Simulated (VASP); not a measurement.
A run of VASP 6.6.1 is set up as follows.

The input INCAR:

```
PREC = Accurate
ENCUT = 520
EDIFF = 1E-7
ISMEAR = -1
SIGMA = 0.05
LREAL = F
LASPH = T
NELM = 60
ALGO = Fast
ISIF = 2
LWAVE = F
LCHARG = T
GGA = PE
LELF = T
LVHAR = T
NBANDS = 18
```

File KPOINTS:

```
Automatic mesh
0
Gamma
  11 11 6
```

POSCAR

```
Au
1.0
    1.3922358705     -2.5213891550      0.0000000000
    1.3922358705      2.5213891550      0.0000000000
    0.0000000000      0.0000000000      4.8270375896
Au
2
Direct
    0.3346720300      0.6653279700      0.2500000000
    0.6653279700      0.3346720300      0.7500000000
```

Potentials or basis: VASP PAW PBE potentials, release 64 (Au).

The run is started by

```bash
$ cat potpaw_PBE.64/Au/POTCAR > POTCAR
$ mpirun -np 1 vasp_std > vasp.out
```

**Question.** What does it give for the band gap on the k mesh?

**Answer.** Zero (bands 11 and 12 overlap by 6.43 eV).

**Question.** Estimate the pressure.

**Answer.** 10.0 GPa.

Stress tensor (GPa, compression positive):
```
13.80  0.00  0.00
 0.00  8.25  0.00
 0.00  0.00  7.97
```

Caveat: the stress differs along the axes, from 8 to 14 GPa; spin-orbit coupling is left out, which moves the levels of the heavy elements.
